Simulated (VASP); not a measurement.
# Al2Cl3 (P-3m1) in VASP: notebook, part 2 of 2

VASP 6.6.1. Earlier steps stand in the parts before.

## 3. Relaxation of cell and atoms, PBE

This run uses another cell than the first one, of 20.70 Å³/atom.

INCAR reads:

```
SYSTEM = Al2Cl3
PREC     = Accurate       ! precision mode
ENCUT    = 600            ! plane-wave cutoff, eV
EDIFF    = 1E-7           ! SCF threshold, eV
ISMEAR   = 0              ! smearing method
SIGMA    = 0.1            ! smearing width, eV
LREAL    = .False.        ! projectors in reciprocal space
LASPH    = .True.         ! aspherical terms in the spheres
NELM     = 80             ! most SCF steps
ALGO     = Normal         ! electronic algorithm
ISIF     = 3              ! what is computed and relaxed
LWAVE    = .False.        ! write WAVECAR
LCHARG   = .False.        ! write CHGCAR
GGA      = PE             ! functional
IBRION   = 2              ! ionic algorithm
NSW      = 90             ! ionic steps
EDIFFG   = -0.04          ! ionic threshold
```

KPOINTS reads:

```
Automatic mesh
0
Gamma
  6 6 4
  0 0 0
```

POSCAR reads:

```
Al2Cl3
1.0
    4.6254547972      0.0000000000      0.0000000000
   -2.3127273986      4.0057613584      0.0000000000
    0.0000000000      0.0000000000      5.5848101076
Al Cl
2 3
Direct
    0.3333333333      0.6666666667      0.1380000000
    0.6666666667      0.3333333333      0.8620000000
    0.0000000000      0.0000000000      0.0000000000
    0.3333333333      0.6666666667      0.6250000000
    0.6666666667      0.3333333333      0.3750000000
```

Potentials or basis: VASP PAW PBE potentials, release 64 (Al, Cl).

Run with:

```
cat potpaw_PBE.64/Al/POTCAR potpaw_PBE.64/Cl/POTCAR > POTCAR
mpirun -np 1 vasp_std > vasp.out
```

OUTCAR:

```text
SYSTEM = Al2Cl3
   PREC = Accurate
   ENCUT = 600
   EDIFF = 1E-7
   ISMEAR = 0
   LREAL = .False.
   LASPH = .True.
   NELM = 80
   ISIF = 3
   GGA = PE
   IBRION = 2
   NSW = 90
   EDIFFG = -0.04

 ion  position               nearest neighbor table
   1  0.333  0.667  0.138-   4 2.72   3 2.78   3 2.78   3 2.78   4 2.87   5 2.98   5 2.98   5 2.98
                             2 3.08   2 3.08   2 3.08
   2  0.667  0.333  0.862-   5 2.72   3 2.78   3 2.78   3 2.78   5 2.87   4 2.98   4 2.98   4 2.98
                             1 3.08   1 3.08   1 3.08
   3  0.000  0.000  0.000-   1 2.78   2 2.78   1 2.78   2 2.78   2 2.78   1 2.78
   4  0.333  0.667  0.625-   1 2.72   1 2.87   2 2.98   2 2.98   2 2.98
   5  0.667  0.333  0.375-   2 2.72   2 2.87   1 2.98   1 2.98   1 2.98

  LATTYP: Found a hexagonal cell.
 ALAT       =     4.6254547972
 C/A-ratio  =     1.2074077799

  Lattice vectors:

 A1 = (   4.6254547972,   0.0000000000,   0.0000000000)
 A2 = (  -2.3127273986,   4.0057613584,   0.0000000000)
 A3 = (   0.0000000000,   0.0000000000,   5.5848101076)

Analysis of symmetry for initial positions (statically):
=====================================================================
 Subroutine PRICEL returns:
 Original cell was already a primitive cell.

 Routine SETGRP: Setting up the symmetry group for a
 hexagonal supercell.

 Subroutine GETGRP returns: Found 12 space group operations
 (whereof 12 operations were pure point group operations)
 out of a pool of 24 trial point group operations.

The static configuration has the point symmetry D_3d.

[... 168 lines left out ...]

 E-fermi :   4.6179     XC(G=0):  -9.2811

 val. band max:        4.5927724237   @ k =   0.0000   0.1667   0.2500
 cond. band min:       4.6212315428   @ k =   0.3333   0.1667   0.2500
 fundamental gap:      0.0284591192
 Fermi energy:         4.6179004770

 k-point     1 :       0.0000    0.0000    0.0000
  band No.  band energies     occupation
      1     -12.0576      2.00000
      2     -10.9105      2.00000
      3      -9.9214      2.00000
      4      -1.0223      2.00000
      5      -0.6078      2.00000
      6      -0.5610      2.00000
[... 579 lines left out ...]
  FREE ENERGIE OF THE ION-ELECTRON SYSTEM (eV)
  ---------------------------------------------------
  free  energy   TOTEN  =       -15.1449284342 eV

  energy  without entropy=      -15.1313203896  energy(sigma->0) =      -15.13812441

[... ionic steps 4 to 10 ...]

--------------------------------------- Ionic step       11  -------------------------------------------

 number of electron      26.9999998 magnetization

------------------------ aborting loop because EDIFF is reached ----------------------------------------
[... 73 lines left out ...]
--------------------------------------- Ionic step       13  -------------------------------------------

 number of electron      26.9999999 magnetization

 Free energy of the ion-electron system (eV)
  ---------------------------------------------------
  ext. energy  EPLUGINS =         0.00000000
  ---------------------------------------------------
  free energy    TOTEN  =       -15.30155777 eV

  energy without entropy =      -15.29045251  energy(sigma->0) =      -15.29600514

 E-fermi :   3.6501     XC(G=0):  -8.6968

 val. band max:        3.6331509426   @ k =   0.0000   0.0000   0.5000
 cond. band min:       3.6628748205   @ k =   0.5000   0.0000   0.5000
 fundamental gap:      0.0297238779
 Fermi energy:         3.6500759797

 k-point     1 :       0.0000    0.0000    0.0000
  band No.  band energies     occupation
      1     -12.7217      2.00000
      2     -11.9226      2.00000
      3     -11.1817      2.00000
      4      -1.9839      2.00000
      5      -1.8075      2.00000
      6      -1.0954      2.00000
[... 501 lines left out ...]
  FREE ENERGIE OF THE ION-ELECTRON SYSTEM (eV)
  ---------------------------------------------------
  free  energy   TOTEN  =       -15.3015577660 eV

  energy  without entropy=      -15.2904525053  energy(sigma->0) =      -15.29600514

 reached required accuracy - stopping structural energy minimisation
```

OSZICAR:

```text
N       E                     dE             d eps       ncg     rms          rms(c)
DAV:   1     0.154248170148E+03    0.15425E+03   -0.12169E+04   816   0.147E+03
DAV:   2    -0.184608746777E+01   -0.15609E+03   -0.15358E+03  1146   0.225E+02
DAV:   3    -0.150353270283E+02   -0.13189E+02   -0.13063E+02   935   0.734E+01
DAV:   4    -0.152828044399E+02   -0.24748E+00   -0.24701E+00  1105   0.113E+01
[... 152 lines left out ...]
DAV:   5    -0.153015562196E+02    0.32571E-05   -0.11390E-04   969   0.667E-02    0.229E-02
DAV:   6    -0.153015565423E+02   -0.32270E-06   -0.14373E-05   972   0.239E-02    0.102E-02
DAV:   7    -0.153015576690E+02   -0.11267E-05   -0.56349E-06   863   0.155E-02    0.473E-03
DAV:   8    -0.153015577072E+02   -0.38153E-07   -0.14781E-06   858   0.822E-03    0.163E-03
DAV:   9    -0.153015577660E+02   -0.58796E-07   -0.69539E-08   446   0.222E-03
  13 F= -.15301558E+02 E0= -.15296005E+02  d E =-.737082E-02
```

CONTCAR:

```text
Al2Cl3
   1.00000000000000
     5.0960595066405920   -0.0000000000000000    0.0000000000000000
    -2.5480297533202960    4.4133169919068553   -0.0000000000000000
     0.0000000000000000   -0.0000000000000000    5.2540959035682349
  Al              Cl
     2     3
Direct
     0.3333333332999970    0.6666666667000030    0.1891652167046594
     0.6666666667000030    0.3333333332999970    0.8108347832953405
     0.0000000000000000    0.0000000000000000    0.0000000000000000
     0.3333333332999970    0.6666666667000030    0.6608776976987604
     0.6666666667000030    0.3333333332999970    0.3391223023012397

  0.00000000E+00  0.00000000E+00  0.00000000E+00
  0.00000000E+00  0.00000000E+00  0.00000000E+00
  0.00000000E+00  0.00000000E+00  0.00000000E+00
  0.00000000E+00  0.00000000E+00  0.00000000E+00
  0.00000000E+00  0.00000000E+00  0.00000000E+00
```

Wall time 15 min (1 thread of AMD EPYC 7R13, shared host); peak memory 0.26 GiB.

Results:

```
Free energy                           : -15.3016 eV
Relaxed volume                        : 23.63 Å³/atom
Relaxed cell                          : a = 5.096 Å, b = 5.096 Å, c = 5.254 Å, α = 90.00°, β = 90.00°, γ = 120.00°
Space group after relaxing (to 0.1 Å) : P-3m1 (No. 164)
Energy gained by relaxing             : 104.0 meV/atom
Ionic steps                           : 13
Pressure after relaxing               : -0.1 GPa
Largest force after relaxing          : 0.038 eV/Å
Band gap on the k mesh                : zero (an odd number of electrons rules out a gap without spin polarisation)
```

Forces in eV/Å, atoms in the order of the input:
```
Al   0.000  0.000  0.038
Al   0.000  0.000 -0.038
Cl   0.000  0.000  0.000
Cl   0.000  0.000 -0.020
Cl   0.000  0.000  0.020
```

Stress tensor (GPa, compression positive):
```
-0.03  0.00  0.00
 0.00 -0.03  0.00
 0.00  0.00 -0.25
```

Step by step:
| step | energy change (eV) | largest force (eV/Å) | pressure (GPa) | volume (Å³) |
| --- | --- | --- | --- | --- |
| 1 | 0.0000 | 0.9063 | 2.65 | 103.48 |
| 2 | -0.2070 | 0.7561 | 0.68 | 108.65 |
| 3 | -0.3631 | 0.5551 | -1.30 | 116.75 |
| 4 | -0.3483 | 0.2274 | -3.16 | 133.57 |
| 5 | -0.3956 | 0.3991 | -2.41 | 124.31 |
| 6 | -0.5040 | 0.1536 | 0.15 | 119.37 |
| 7 | -0.5068 | 0.1082 | -0.25 | 119.99 |
| 8 | -0.5101 | 0.0877 | -0.14 | 119.11 |
| 9 | -0.5124 | 0.0731 | 0.08 | 117.51 |
| 10 | -0.5141 | 0.0686 | 0.05 | 117.60 |
| 11 | -0.5181 | 0.0547 | -0.02 | 117.87 |
| 12 | -0.5188 | 0.0543 | -0.16 | 118.41 |
| 13 | -0.5198 | 0.0378 | -0.10 | 118.17 |

Final structure:
```xyz
5
Lattice="5.0961 0.0000 0.0000 -2.5480 4.4133 0.0000 0.0000 0.0000 5.2541" Properties=species:S:1:pos:R:3 pbc="T T T"
Al    0.0000    2.9422    0.9939
Al    2.5480    1.4711    4.2602
Cl    0.0000    0.0000    0.0000
Cl    0.0000    2.9422    3.4723
Cl    2.5480    1.4711    1.7818
```

Caveat: an odd number of electrons without spin polarisation forces a metal; a magnetic or distorted state may lie lower.

## 4. Single point, PBE

This run uses another cell than the first one, of 23.16 Å³/atom.

INCAR reads:

```
SYSTEM = Al2Cl3
ALGO = Normal
EDIFF = 1E-6
ENCUT = 520
GGA = PE
ISIF = 2
ISMEAR = 0
LASPH = .TRUE.
LCHARG = .TRUE.
LELF = .TRUE.
LREAL = .FALSE.
LVHAR = .TRUE.
LWAVE = .FALSE.
NBANDS = 22
NELM = 60
PREC = Accurate
SIGMA = 0.1
```

KPOINTS reads:

```
k-points
0
G
  12 12 6
  0 0 0
```

POSCAR reads:

```
Al2Cl3
1.0
    4.6567145489      0.0000000000      0.0000000000
   -2.3283572745      4.0328330975      0.0000000000
    0.0000000000      0.0000000000      6.1673382857
Al Cl
2 3
Direct
    0.3333333333      0.6666666667      0.2211476292
    0.6666666667      0.3333333333      0.7788523708
    0.0000000000      0.0000000000      0.0000000000
    0.3333333333      0.6666666667      0.6490500961
    0.6666666667      0.3333333333      0.3509499039
```

Run with:

```
cat potpaw_PBE.64/Al/POTCAR potpaw_PBE.64/Cl/POTCAR > POTCAR
mpirun -np 1 vasp_std > vasp.out
```

Wall time 7.3 min (1 thread of AMD EPYC 7R13, shared host); peak memory 0.33 GiB.

It converged, with:

```yaml
Free_energy: -15.3698 eV
Pressure: 0.0 GPa
Band_gap_on_the_k_mesh: zero (an odd number of electrons rules out a gap without spin polarisation)
```

Forces in eV/Å, atoms in the order of the input:
```
Al   0.000  0.000  0.002
Al   0.000  0.000 -0.002
Cl   0.000  0.000  0.000
Cl   0.000  0.000 -0.001
Cl   0.000  0.000  0.001
```

Levels at points of the mesh, in eV from the Fermi level:
| k point | band 11 | band 12 | band 13 | band 14 | band 15 | band 16 | band 17 | band 18 |
| --- | --- | --- | --- | --- | --- | --- | --- | --- |
| (0.00, 0.00, 0.00) | -3.32 | -3.07 | -2.73 | -0.02 | 2.85 | 2.85 | 3.14 | 3.48 |
| (0.50, 0.00, 0.00) | -3.60 | -2.53 | -1.42 | 0.40 | 3.26 | 3.97 | 4.34 | 5.15 |
| (0.00, 0.00, 0.50) | -3.70 | -3.70 | -0.48 | -0.19 | 1.62 | 1.98 | 1.98 | 4.62 |
| (0.50, 0.00, 0.50) | -2.88 | -2.77 | -0.63 | 0.41 | 2.07 | 3.31 | 4.30 | 4.36 |

Caveat: an odd number of electrons without spin polarisation forces a metal; a magnetic or distorted state may lie lower.

## 5. Summary

| task | cell | k mesh | cutoff (eV) | gap on the mesh (eV) | pressure (GPa) |
| --- | --- | --- | --- | --- | --- |
| single point | a = 4.127, b = 4.127, c = 9.421 Å, angles 90.0, 90.0, 120.0°, 5 atoms, atomic positions A | 12 × 12 × 4 | 520 | none | 0.0 |
| relaxation of cell and atoms | relaxed from a = 4.625, b = 4.625, c = 5.585 Å, angles 90.0, 90.0, 120.0°, 5 atoms, atomic positions B | 6 × 6 × 4 | 600 | none | -0.1 |
| single point | a = 4.657, b = 4.657, c = 6.167 Å, angles 90.0, 90.0, 120.0°, 5 atoms, atomic positions C | 12 × 12 × 6 | 520 | none | 0.0 |

Alike in all rows: level PBE; potentials or basis VASP PAW PBE potentials, release 64 (Al, Cl); no spin polarisation; smearing gaussian 0.1 eV.

Caveats: an odd number of electrons without spin polarisation forces a metal; a magnetic or distorted state may lie lower; this functional lacks dispersion, which binds layers or chains, so the pressure and a relaxed spacing across them are unreliable (at least some runs).

Total energies depend on the potentials used, so only differences within one code and one set of settings carry meaning.

The gap in the log of VASP goes by the Fermi energy; the results here count the filled bands.